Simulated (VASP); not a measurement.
# Be (Fm-3m) in VASP: notebook

Runs on Be. Level: PBE. Tasks: single point.

Program: VASP 6.6.1. These are calculated values, not measurements. Logs are shortened: lines on timing, memory, paths and dates and some standing lists are left out, and cuts for length are marked.

### Step 1. The cell of the first run

Symmetry: Fm-3m, No. 225, cubic system. The conventional cell has a = 2.972 Å, b = 2.972 Å, c = 2.972 Å, α = 90.00°, β = 90.00°, γ = 90.00°. Be (site symmetry m-3m) has 12 Be at 2.10 Å within 2.8 Å.

This isn't the form of Be at room conditions, which is hcp.

### Step 2. Single point, PBE

File INCAR:

```
SYSTEM = Be
PREC = Accurate
ENCUT = 600
EDIFF = 1E-6
ISMEAR = 1
SIGMA = 0.05
LREAL = .False.
LASPH = .True.
NELM = 120
ALGO = Normal
ISIF = 2
LWAVE = .False.
LCHARG = .True.
GGA = PE
LELF = .True.
LVHAR = .True.
NBANDS = 7
GGA_COMPAT = .False.
```

File KPOINTS:

```
regular mesh
0
Gamma
  12 12 12
  0 0 0
```

File POSCAR:

```
Be
1.0
    0.0000000000      1.4859911107      1.4859911107
    1.4859911107      0.0000000000      1.4859911107
    1.4859911107      1.4859911107      0.0000000000
Be
1
Direct
    0.0000000000      0.0000000000      0.0000000000
```

Potentials or basis: VASP PAW PBE potentials, release 64 (Be).

Run with:

```
$ cat potpaw_PBE.64/Be/POTCAR > POTCAR
$ mpirun -np 1 vasp_std > vasp.out
```

OUTCAR:

```text
SYSTEM = Be
   PREC = Accurate
   ENCUT = 600
   EDIFF = 1E-6
   ISMEAR = 1
   LREAL = .False.
   LASPH = .True.
   NELM = 120
   ISIF = 2
   GGA = PE

 ion  position               nearest neighbor table
   1  0.000  0.000  0.000-

  LATTYP: Found a face centered cubic cell.
 ALAT       =     2.9719822214

  Lattice vectors:

 A1 = (   0.0000000000,   1.4859911107,   1.4859911107)
 A2 = (   1.4859911107,   0.0000000000,   1.4859911107)
 A3 = (   1.4859911107,   1.4859911107,   0.0000000000)

Analysis of symmetry for initial positions (statically):
=====================================================================
 Subroutine PRICEL returns:
 Original cell was already a primitive cell.

 Routine SETGRP: Setting up the symmetry group for a
 face centered cubic supercell.

 Subroutine GETGRP returns: Found 48 space group operations
 (whereof 48 operations were pure point group operations)
 out of a pool of 48 trial point group operations.

The static configuration has the point symmetry O_h .

Analysis of symmetry for dynamics (positions and initial velocities):
=====================================================================
 Subroutine PRICEL returns:
 Original cell was already a primitive cell.

 Routine SETGRP: Setting up the symmetry group for a
 face centered cubic supercell.

 Subroutine GETGRP returns: Found 48 space group operations
 (whereof 48 operations were pure point group operations)
 out of a pool of 48 trial point group operations.

The dynamic configuration has the point symmetry O_h .

 Subroutine INISYM returns: Found 48 space group operations
 (whereof 48 operations are pure point group operations),
 and found     1 'primitive' translations

----------------------------------------------------------------------------------------

                                     Primitive cell

  volume of cell :       6.5626

  direct lattice vectors                    reciprocal lattice vectors
     0.000000000  1.485991111  1.485991111    -0.336475768  0.336475768  0.336475768
     1.485991111  0.000000000  1.485991111     0.336475768 -0.336475768  0.336475768
     1.485991111  1.485991111  0.000000000     0.336475768  0.336475768 -0.336475768

  length of vectors
     2.101508782  2.101508782  2.101508782     0.582793125  0.582793125  0.582793125

[... 77 lines left out ...]
   NELM   =    120;   NELMIN=  2; NELMDL= -5     # of ELM steps
   EDIFF  = 0.1E-05   stopping-criterion for ELM
   LREAL  =      F    real-space projection
   EDIFFG = 0.1E-04   stopping-criterion for IOM
   NSW    =      0    number of steps for IOM
   IBRION =     -1    ionic relax: 0-MD 1-quasi-New 2-CG
   NFREE  =      0    steps in history (QN), initial steepest desc. (CG)
   ISIF   =      2    stress and relaxation
   ISYM   =      2    0-nonsym 1-usesym 2-fastsym
   POTIM  = 0.5000    time-step for ionic-motion
   TEBEG  =    0.0;   TEEND  =   0.0 temperature during run
   PSTRESS=    0.0 pullay stress
   NELECT =       2.0000    total number of electrons
   NUPDOWN=      -1.0000    fix difference up-down
   EMIN   =  10.00;   EMAX   =-10.00  energy-range for DOS
   EFERMI =   0.00;   METHOD = LEGACY
   ISMEAR =     1;   SIGMA  =   0.05  broadening in eV -4-tet -1-fermi 0-gaus
   EFERMI_NEDOS =   21; number of points for ismear=-14 and -15
   IALGO  =     38    algorithm
   IMIX   =      4    mixing-type and parameters
     AMIX     =   0.40;   BMIX     =  1.00
     AMIX_MAG =   1.60;   BMIX_MAG =  1.00
  volume/ion in A,a.u.               =       6.56        44.29
  Fermi-wavevector in a.u.,A,eV,Ry     =   1.101688  2.081888 16.513615  1.213716
  Thomas-Fermi vector in A             =   2.238119
   LORBIT       =      0    0 simple, 1 ext, 2 COOP (PROOUT), +10 PAW based schemes
   GGA     = PE    functional components
   LHFCALC =     F    Hartree Fock is set to
   AEXX    =    0.0000 exact exchange contribution
   IVDW    =     0    specifies the selected vdW correction
   LEPSILON=     F    determine dielectric tensor
   LRPA    =     F    only Hartree local field effects (RPA)
 non-spin polarized calculation
 Methfessel and Paxton  Order N= 1 SIGMA  =   0.05
  energy-cutoff  :      600.00
  volume of cell :        6.56
 maximum number of plane-waves:       229
 NGX is ok and might be reduce to    18
   NGX =  9   NGY =  9   NGZ =  9

 number of electron       2.0000000 magnetization

 Free energy of the ion-electron system (eV)
  ---------------------------------------------------
  ext. energy  EPLUGINS =         0.00000000
  ---------------------------------------------------
  free energy    TOTEN  =        -3.58071910 eV

  energy without entropy =       -3.58059166  energy(sigma->0) =       -3.58067662

 E-fermi :   9.7704     XC(G=0): -11.2391

 val. band max:        8.4321878836   @ k =  -0.3333   0.4167   0.0833
 cond. band min:       9.7873402089   @ k =  -0.3333   0.4167   0.0833
 fundamental gap:      1.3551523253
 Fermi energy:         9.7704211406

 k-point     1 :       0.0000    0.0000    0.0000
  band No.  band energies     occupation
      1      -3.7377      2.00000
      2      31.6947      0.00000
      3      31.6947      0.00000
      4      31.6947      0.00000
      5      41.8813      0.00000
      6      41.8813      0.00000
      7      41.8813      0.00000
[... 221 lines left out ...]
 k-point    24 :      -0.4167    0.1667    0.0000
  band No.  band energies     occupation
      1       4.1531      2.00000
      2      10.1602     -0.00000
      3      23.4394      0.00000
      4      25.9612      0.00000
      5      34.3091      0.00000
      6      43.3057      0.00000
      7      48.2948      0.00000

 [... further k-points ...]

------------------------ aborting loop because EDIFF is reached ----------------------------------------

  FORCE on cell =-STRESS in cart. coord.  units (eV):
  Direction    XX          YY          ZZ          XY          YZ          ZX
  --------------------------------------------------------------------------------------
  -------------------------------------------------------------------------------------
  Total        1.2384495      1.2384495      1.2384495      0.0000000      0.0000000     -0.0000000
  in kB      302.3502073    302.3502073    302.3502073      0.0000000      0.0000000     -0.0000000
  external PRESSURE =     302.3502073 kB  Pullay stress =       0.0000000 kB

 VOLUME and BASIS-vectors are now :
 -----------------------------------------------------------------------------
  energy-cutoff  :      600.00
  volume of cell :        6.56
      direct lattice vectors                 reciprocal lattice vectors
     0.000000000  1.485991111  1.485991111    -0.336475768  0.336475768  0.336475768
     1.485991111  0.000000000  1.485991111     0.336475768 -0.336475768  0.336475768
     1.485991111  1.485991111  0.000000000     0.336475768  0.336475768 -0.336475768

 POSITION                                       TOTAL-FORCE (eV/Angst)
 -----------------------------------------------------------------------------------
      0.00000      0.00000      0.00000        -0.000000     -0.000000     -0.000000
 -----------------------------------------------------------------------------------
    total drift:                                0.000000      0.000000     -0.000000

  FREE ENERGIE OF THE ION-ELECTRON SYSTEM (eV)
  ---------------------------------------------------
  free  energy   TOTEN  =        -3.5807191028 eV

  energy  without entropy=       -3.5805916577  energy(sigma->0) =       -3.58067662
```

stdout:

```text
POSCAR found type information on POSCAR Be
 POSCAR found :  1 types and       1 ions
 scaLAPACK will be used
 LDA part: xc-table for (Slater+PW92), standard interpolation
 POSCAR, INCAR and KPOINTS ok, starting setup
 FFT: planning ... GRIDC
 FFT: planning ... GRID_SOFT
 FFT: planning ... GRID
 WAVECAR not read
 entering main loop
```

It took 3.4 s on 1 thread of AMD EPYC 9R45 (Zen 5), shared host; peak memory 0.08 GiB.

What came out:

* Free energy: -3.5807 eV
* Pressure: 30.2 GPa
* Band gap on the k mesh: zero (bands 1 and 2 overlap by 0.47 eV)

Levels at points of the mesh, in eV from the Fermi level:
```tsv
k point	band 1	band 2	band 3	band 4	band 5	band 6
(0.00, 0.00, 0.00)	-13.51	21.92	21.92	21.92	32.11	32.11
(0.50, 0.00, 0.00)	-6.66	0.05	18.51	18.51	28.83	28.83
(0.50, 0.50, 0.00)	-3.63	4.03	10.37	10.37	16.29	26.44
```

Caveat: the cell stands under pressure.

### Step 3. Single point, PBE

This run uses another cell than the first one, of 7.88 Å³/atom.

File INCAR:

```
ALGO = Normal
EDIFF = 1E-6
ENCUT = 600
GGA = PE
GGA_COMPAT = F
ISIF = 2
ISMEAR = 1
LASPH = T
LCHARG = T
LELF = T
LREAL = F
LVHAR = T
LWAVE = F
NBANDS = 7
NELM = 120
PREC = Accurate
SIGMA = 0.05
```

File KPOINTS:

```
k-points
0
Gamma
  12 12 12
```

File POSCAR:

```
Be
1.0
    0.0000000000      1.5795655537      1.5795655537
    1.5795655537      0.0000000000      1.5795655537
    1.5795655537      1.5795655537      0.0000000000
Be
1
Direct
    0.0000000000      0.0000000000      0.0000000000
```

Potentials or basis: VASP PAW PBE potentials, release 64 (Be).

Run with:

```
$ cat potpaw_PBE.64/Be/POTCAR > POTCAR
$ mpirun -np 1 vasp_std > vasp.out
```

Run time: 3.1 s. Hardware: 1 thread of AMD EPYC 9R45 (Zen 5), shared host; peak memory 0.08 GiB.

The run converged. Its results:

```
Free energy            : -3.6921 eV
Pressure               : 0.2 GPa
Band gap on the k mesh : zero (bands 1 and 2 overlap by 0.95 eV)
```

Levels at points of the mesh, in eV from the Fermi level:
| k point | band 1 | band 2 | band 3 | band 4 | band 5 |
| --- | --- | --- | --- | --- | --- |
| (0.00, 0.00, 0.00) | -12.06 | 19.24 | 19.24 | 19.24 | 28.91 |
| (0.50, 0.00, 0.00) | -5.47 | -0.18 | 16.30 | 16.30 | 26.05 |
| (0.50, 0.50, 0.00) | -2.85 | 3.65 | 9.34 | 9.34 | 14.98 |
